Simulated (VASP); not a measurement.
A run of VASP 6.6.1:

Contents of INCAR:

```
ALGO = Fast
DIPOL = 0.5 0.5 0.492
EDIFF = 1E-7
ENCUT = 520
GGA = PE
IDIPOL = 3
ISIF = 2
ISMEAR = -1
LASPH = T
LCHARG = F
LDIPOL = T
LREAL = Auto
LWAVE = F
NBANDS = 101
NELM = 80
PREC = Accurate
SIGMA = 0.05
```

KPOINTS

```
k-points
0
Gamma
  4 4 1
```

File POSCAR:

```
H2Pb12O
1.0
    6.9856493127      0.0000000000      0.0000000000
    0.0000000000      6.9856493127      0.0000000000
    0.0000000000      0.0000000000     23.5458000000
Pb O H
12 1 2
Direct
    0.2500000000      0.2500000000      0.3397633548
    0.2500000000      0.7500000000      0.3397633548
    0.7500000000      0.2500000000      0.3397633548
    0.7500000000      0.7500000000      0.3397633548
    0.5000000000      0.5000000000      0.4446567965
    0.5000000000      0.0000000000      0.4446567965
    0.0000000000      0.5000000000      0.4446567965
    0.0000000000      0.0000000000      0.4446567965
    0.7500000000      0.7500000000      0.5495502383
    0.7500000000      0.2500000000      0.5495502383
    0.2500000000      0.7500000000      0.5495502383
    0.2500000000      0.2500000000      0.5495502383
    0.2500000000      0.2500000000      0.6650697789
    0.2873397403      0.3556934196      0.6908153471
    0.2126602597      0.1443065804      0.6908153471
```

Potentials or basis: VASP PAW PBE potentials, release 64 (Pb_d, O, H).

Command:

```console
$ cat potpaw_PBE.64/Pb_d/POTCAR potpaw_PBE.64/O/POTCAR potpaw_PBE.64/H/POTCAR > POTCAR
$ mpirun -np 1 vasp_std > vasp.out
```

Hardware: 1 thread of Oxide Virtual Turin-like Processor, on a shared host.

Estimate the wall time of this run.

It took 57 min on 1 thread of Oxide Virtual Turin-like Processor, on a shared host, peak memory 1.4 GiB. Counts: scf iterations 27, k points 10.
